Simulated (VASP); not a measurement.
Write the native input for VASP 6.6.1 that does the following.

```
Task                   : single point
Functional             : LDA
Potentials or basis    : VASP PAW LDA potentials, release 64 (Ta_pv, Rh_pv)
Cutoff                 : 520 eV
k mesh                 : 12 × 12 × 12
Occupations            : fermi-dirac, width 0.15 eV
Spin                   : no spin polarisation
Dipole correction      : no
Further INCAR settings : ALGO = Normal; EDIFF = 1e-06; NBANDS = 36
```

The structure of TaRh3 lies in POSCAR:

```
TaRh3
1.0
    3.8212841434      0.0000000000      0.0000000000
    0.0000000000      3.8212841434      0.0000000000
    0.0000000000      0.0000000000      3.8212841434
Ta Rh
1 3
Direct
    0.0000000000      0.0000000000      0.0000000000
    0.0000000000      0.5000000000      0.5000000000
    0.5000000000      0.0000000000      0.5000000000
    0.5000000000      0.5000000000      0.0000000000
```

One way to write it, as run:

INCAR

```
PREC = Accurate
ENCUT = 520
EDIFF = 1E-6
ISMEAR = -1
SIGMA = 0.15
LREAL = F
LASPH = T
NELM = 100
ALGO = Normal
ISIF = 2
LWAVE = F
LCHARG = T
LELF = T
LVHAR = T
NBANDS = 36
```

KPOINTS

```
Automatic mesh
0
Gamma
  12 12 12
```

Potentials or basis: VASP PAW LDA potentials, release 64 (Ta_pv, Rh_pv).

Command:

```sh
$ cat potpaw_LDA.64/Ta_pv/POTCAR potpaw_LDA.64/Rh_pv/POTCAR > POTCAR
$ mpirun -np 1 vasp_std > vasp.out
```

Results of the run:

* Pressure: 1.1 GPa
* Band gap on the k mesh: zero (band 28 reaches 11.86 eV, above the bottom of band 29 at 9.76 eV)

Caveat: spin-orbit coupling is left out, which moves the levels of the heavy elements.

Wall time 66 s on 1 thread of AMD EPYC 9R45 96-Core Processor (Zen 5), with other jobs on the host, peak memory 0.21 GiB.
